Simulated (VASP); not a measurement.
Input of a VASP 6.6.1 run:

File INCAR:

```
PREC     = Accurate       # precision mode
ENCUT    = 520            # plane-wave cutoff, eV
EDIFF    = 1E-7           # SCF threshold, eV
ISMEAR   = -1             # smearing method
SIGMA    = 0.03           # smearing width, eV
LREAL    = False          # projectors in reciprocal space
LASPH    = True           # aspherical terms in the spheres
NELM     = 60             # most SCF steps
ALGO     = Normal         # electronic algorithm
ISIF     = 2              # what is computed and relaxed
LWAVE    = False          # write WAVECAR
LCHARG   = False          # write CHGCAR
GGA      = PE             # functional
NBANDS   = 18             # bands
```

Contents of KPOINTS:

```
regular mesh
0
Gamma
  13 13 7
```

Contents of POSCAR:

```
Ta
1.0
    2.9039239680      0.0000000000      0.0000000000
   -1.4519619840      2.5148719270      0.0000000000
    0.0000000000      0.0000000000      5.1308977023
Ta
2
Direct
    0.3333333333      0.6666666667      0.2500000000
    0.6666666667      0.3333333333      0.7500000000
```

Potentials or basis: VASP PAW PBE potentials, release 64 (Ta_pv).

Command:

```bash
$ cat potpaw_PBE.64/Ta_pv/POTCAR > POTCAR
$ mpirun -np 1 vasp_std > vasp.out
```

Estimate the pressure.

0.1 GPa.

What does it give for the band gap on the k mesh?

Zero (band 11 reaches 6.66 eV, above the bottom of band 12 at 5.03 eV).

Caveat: spin-orbit coupling is left out, which moves the levels of the heavy elements.
